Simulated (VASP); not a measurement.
Wanted: the native input for a VASP 6.6.1 run.

```yaml
Task: electric field gradients
Functional: PBE
Potentials_or_basis: VASP PAW PBE potentials, release 64 (Sr_sv)
Cutoff: 520 eV
k_mesh: 10 × 10 × 10
Occupations: fermi-dirac, width 0.08 eV
Spin: no spin polarisation
Dipole_correction: no
Further_INCAR_settings: ALGO = Normal; EDIFF = 1e-08; NBANDS = 11
```

The structure of Sr lies in POSCAR:

```
Sr
1.0
    0.0000000000      3.1031970000      3.0423500000
    3.1031970000      0.0000000000      3.0423500000
    3.1031970000      3.1031970000      0.0000000000
Sr
1
Direct
    0.0000000000      0.0000000000      0.0000000000
```

This cell differs from its parent crystal: x and y stretched by +2 %, z held.

The input as run:

INCAR

```
PREC = Accurate
ENCUT = 520
EDIFF = 1E-8
ISMEAR = -1
SIGMA = 0.08
LREAL = False
LASPH = True
NELM = 100
ALGO = Normal
ISIF = 2
LWAVE = False
LCHARG = False
GGA = PE
LEFG = True
NBANDS = 11
```

KPOINTS

```
Automatic mesh
0
Gamma
  10 10 10
```

Potentials or basis: VASP PAW PBE potentials, release 64 (Sr_sv).

The run is started by

```sh
$ cat potpaw_PBE.64/Sr_sv/POTCAR > POTCAR
$ mpirun -np 1 vasp_std > vasp.out
```

Results of the run:

* Pressure: -0.7 GPa
* Band gap on the k mesh: zero (bands 5 and 6 overlap by 0.08 eV)
* Largest electric field gradient by atom: Sr +0.3 V/Å²

Caveat: the cell differs from its parent crystal (x and y stretched by +2 %, z held); without QUAD_EFG the Cq values of the log hold for a quadrupole moment of 1 mb, not for the nuclei.

Run time: 64 s on 1 thread of Intel(R) Xeon(R) Platinum 8488C (Sapphire Rapids) (shared host), peak memory 0.22 GiB.
